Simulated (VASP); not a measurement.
# Cu2O (Cuprite): dielectric tensor with LDA

The system is Cu2O (Cuprite).

```xyz
6
Lattice="4.2600 0.0000 0.0000 0.0000 4.2600 0.0000 0.0000 0.0000 4.2600" Properties=species:S:1:pos:R:3 pbc="T T T"
Cu    1.0650    1.0650    1.0650
Cu    1.0650    3.1950    3.1950
Cu    3.1950    3.1950    1.0650
Cu    3.1950    1.0650    3.1950
O     0.0000    0.0000    0.0000
O     2.1300    2.1300    2.1300
```

* Program: VASP 6.6.1
* Task: dielectric tensor
* Functional: LDA
* Potentials or basis: VASP PAW LDA potentials, release 64 (Cu, O)
* Cutoff: 520 eV
* k mesh: 6 × 6 × 6
* Occupations: gaussian, width 0.01 eV
* Spin: no spin polarisation
* Dipole correction: no
* Further INCAR settings: ALGO = Normal; EDIFF = 1e-08

```
Band gap on the k mesh                  : 0.55 eV, direct
Electronic dielectric tensor (diagonal) : 9.50
Born charges (mean of the diagonal)     : Cu +0.84; O -1.69 e
```

Levels at points of the mesh, in eV from the valence-band top:
```
           k point  band 26  band 27  band 28  band 29  band 30  band 31
(0.00, 0.00, 0.00)     0.00     0.00     0.00     0.55     1.24     1.24
(0.50, 0.00, 0.00)    -1.18    -0.41    -0.41     2.28     2.28     4.24
(0.50, 0.50, 0.00)    -1.20    -0.66    -0.66     1.92     1.92     3.86
(0.50, 0.50, 0.50)    -0.57    -0.57    -0.57     2.46     2.46     2.46
```

Electronic dielectric tensor:
```
9.50 0.00 0.00
0.00 9.50 0.00
0.00 0.00 9.50
```

Born effective charge tensors (e):
atom 1, Cu
```
0.84 0.39 0.39
0.39 0.84 0.39
0.39 0.39 0.84
```
atom 2, Cu
```
 0.84 -0.39 -0.39
-0.39  0.84  0.39
-0.39  0.39  0.84
```
atom 3, Cu
```
 0.84  0.39 -0.39
 0.39  0.84 -0.39
-0.39 -0.39  0.84
```
atom 4, Cu
```
 0.84 -0.39  0.39
-0.39  0.84 -0.39
 0.39 -0.39  0.84
```
atom 5, O
```
-1.69  0.00  0.00
 0.00 -1.69  0.00
 0.00  0.00 -1.69
```
atom 6, O
```
-1.69  0.00  0.00
 0.00 -1.69  0.00
 0.00  0.00 -1.69
```

Wall time 19 min on 1 thread of AMD EPYC 7R13, with other jobs on the host, peak memory 0.35 GiB.

Caveat: the gap is small at this level, which inflates the dielectric constant. A k mesh can miss the band edges.
